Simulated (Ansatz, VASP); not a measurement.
## One calculation of CdSe, two programs

```
Cd Se
1.0
     4.34609    0.00000    0.00000
    -2.17304    3.76382    0.00000
     0.00000    0.00000    7.08984
Cd Se
2 2
Direct
  0.66667 0.33333 0.50136
  0.33333 0.66667 0.99995
  0.66667 0.33333 0.87591
  0.33333 0.66667 0.37591
```

Alike in both runs: task single point; functional LDA; k mesh 7 × 7 × 4; occupations fermi-dirac, width 0.05 eV; no spin polarisation.

|  | VASP | Ansatz |
| --- | --- | --- |
| version | VASP 6.6.1 | Ansatz 0.2.0 |
| potentials or method | VASP PAW LDA potentials, release 64 (Cd, Se), cutoff 520 eV | all-electron LAPW, scalar-relativistic |

Ansatz gave:

| Item | Value |
| --- | --- |
| gap on the k mesh at the Fermi level (eV) | 0.32 |
| least direct gap on the mesh (eV) | 0.32 |
| rms of the force components (eV/Å) | 0.018 |

Question: Which values does VASP return?

Answer: gap on the k mesh at the Fermi level (eV): 0.35; least direct gap on the mesh (eV): 0.35; rms of the force components (eV/Å): 0.018.

LDA's correlation is that of Perdew and Zunger in VASP and of Perdew and Wang (1992) in Ansatz. Atom by atom the forces differ by 0.001 eV/Å (rms over components). Ansatz ran all-electron here, and VASP with PAW potentials.
